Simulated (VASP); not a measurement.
Wanted: the native input for a VASP 6.6.1 run.

| Property | Result |
| --- | --- |
| Task | single point |
| Functional | PBEsol |
| Potentials or basis | VASP PAW PBE potentials, release 64 (Pb_d) |
| Cutoff | 520 eV |
| k mesh | 18 × 18 × 10 |
| Occupations | gaussian, width 0.15 eV |
| Spin | no spin polarisation |
| Dipole correction | no |
| Further INCAR settings | ALGO = Fast; EDIFF = 1e-07; NBANDS = 21 |

The structure of Pb lies in POSCAR:

```
Pb
1.0
    3.3408006629      0.0000000000      0.0000000000
   -1.6704003315      2.8932182431      0.0000000000
    0.0000000000      0.0000000000      5.1428000000
Pb
2
Direct
    0.3333333333      0.6666666667      0.2500000000
    0.6666666667      0.3333333333      0.7500000000
```

This cell differs from its parent crystal: strain -0.040 along x and y, -0.080 along z.

These files were run (other wordings do the same):

INCAR

```
PREC = Accurate
ENCUT = 520
EDIFF = 1E-7
ISMEAR = 0
SIGMA = 0.15
LREAL = False
LASPH = True
NELM = 80
ALGO = Fast
ISIF = 2
LWAVE = False
LCHARG = True
GGA = PS
LELF = True
LVHAR = True
NBANDS = 21
```

KPOINTS

```
regular mesh
0
Gamma
  18 18 10
```

Potentials or basis: VASP PAW PBE potentials, release 64 (Pb_d).

The run is started by

```bash
$ cat potpaw_PBE.64/Pb_d/POTCAR > POTCAR
$ mpirun -np 1 vasp_std > vasp.out
```

It gave:

```
Pressure               : 13.6 GPa
Band gap on the k mesh : zero (band 14 reaches 15.71 eV, above the bottom of band 15 at 6.96 eV)
```

Caveat: the cell differs from its parent crystal (strain -0.040 along x and y, -0.080 along z); the PAW data sets were made with another functional, which shifts forces and pressure a little; spin-orbit coupling is left out, which moves the levels of the heavy elements.

It took 2.7 min on 1 thread of Intel(R) Xeon(R) 6975P-C (Granite Rapids), with other jobs on the host, peak memory 0.3 GiB.
